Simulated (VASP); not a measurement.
Here is a VASP 6.6.1 calculation.

File POSCAR:

```
Hf
1.0
    3.1967000000      0.0000000000      0.0000000000
   -1.5983500000      2.7684234083      0.0000000000
    0.0000000000      0.0000000000      5.0578000000
Hf
2
Direct
    0.6666666667      0.3333333333      0.7500000000
    0.3333333333      0.6666666667      0.2500000000
```

INCAR.step1

```
ALGO = Normal ; EDIFF = 1E-4
ENCUT = 520 ; GGA = PE
ISMEAR = -1 ; ISYM = 0
LASPH = T ; LCHARG = F
LREAL = F ; LWAVE = T
NBANDS = 17 ; NELM = 60
PREC = Accurate ; SIGMA = 0.025
```

File INCAR.step2:

```
ALGO = Normal ; BPARAM = 11.95
CPARAM = 0.0093 ; EDIFF = 1E-7
ENCUT = 520 ; ISIF = 2
ISMEAR = -1 ; ISTART = 1
ISYM = 0 ; IVDW_NL = 2
LASPH = T ; LCHARG = T
LELF = T ; LMIXTAU = T
LREAL = F ; LUSE_VDW = T
LVHAR = T ; LWAVE = F
METAGGA = R2SCAN ; NBANDS = 17
NELM = 60 ; PREC = Accurate
SIGMA = 0.025
```

The input KPOINTS:

```
Automatic mesh
0
Gamma
  10 10 5
  0.5 0.5 0.5
```

Potentials or basis: VASP PAW PBE potentials, release 64 (Hf_pv).

Run with:

```console
$ cat potpaw_PBE.64/Hf_pv/POTCAR > POTCAR
$ cp INCAR.step1 INCAR
$ mpirun -np 1 vasp_std > vasp.out
$ cp INCAR.step2 INCAR
$ mpirun -np 1 vasp_std > vasp.out
```

Task: What does it give for the band gap on the k mesh?

Result: Zero (bands 10 and 11 overlap by 1.44 eV).

Task: Estimate the pressure.

Result: -1.6 GPa.

Stress tensor (GPa, compression positive):
```
-1.47  0.00  0.00
 0.00 -1.47  0.00
 0.00  0.00 -1.84
```

Caveat: the PAW data sets were made with another functional, which shifts forces and pressure a little; spin-orbit coupling is left out, which moves the levels of the heavy elements.
